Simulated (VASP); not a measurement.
Wanted: the native input for a VASP 6.6.1 run.

| Item | Value |
| --- | --- |
| Task | single point |
| Functional | LDA |
| Potentials or basis | VASP PAW LDA potentials, release 64 (Al, N) |
| Cutoff | 520 eV |
| k mesh | 9 × 9 × 4 |
| Occupations | gaussian, width 0.02 eV |
| Spin | no spin polarisation |
| Dipole correction | no |
| Further INCAR settings | ALGO = Normal; EDIFF = 1e-06; NBANDS = 16 |

The structure of AlN lies in POSCAR:

```
AlN
1.0
    3.0886447106      0.0000000000      0.0000000000
   -1.5443223553      2.6748447827      0.0000000000
    0.0000000000      0.0000000000      4.9430764346
Al N
2 2
Direct
    0.6666666667      0.3333333333      0.4990076321
    0.3333333333      0.6666666667      0.9990076321
    0.6666666667      0.3333333333      0.8809923679
    0.3333333333      0.6666666667      0.3809923679
```

These files were run (other wordings do the same):

INCAR

```
PREC = Accurate
ENCUT = 520
EDIFF = 1E-6
ISMEAR = 0
SIGMA = 0.02
LREAL = False
LASPH = True
NELM = 80
ALGO = Normal
ISIF = 2
LWAVE = False
LCHARG = False
NBANDS = 16
```

KPOINTS

```
regular mesh
0
Gamma
  9 9 4
```

Potentials or basis: VASP PAW LDA potentials, release 64 (Al, N).

Run with:

```sh
$ cat potpaw_LDA.64/Al/POTCAR potpaw_LDA.64/N/POTCAR > POTCAR
$ mpirun -np 1 vasp_std > vasp.out
```

It gave:

```json
{"Pressure": "0.6 GPa", "Band gap on the k mesh": "4.42 eV"}
```

Caveat: an odd mesh through Γ misses points on the zone boundary, where band edges can lie.

It took 9.2 s on 1 thread of Intel(R) Xeon(R) Platinum 8559C (Emerald Rapids), with other jobs on the host, peak memory 0.14 GiB.
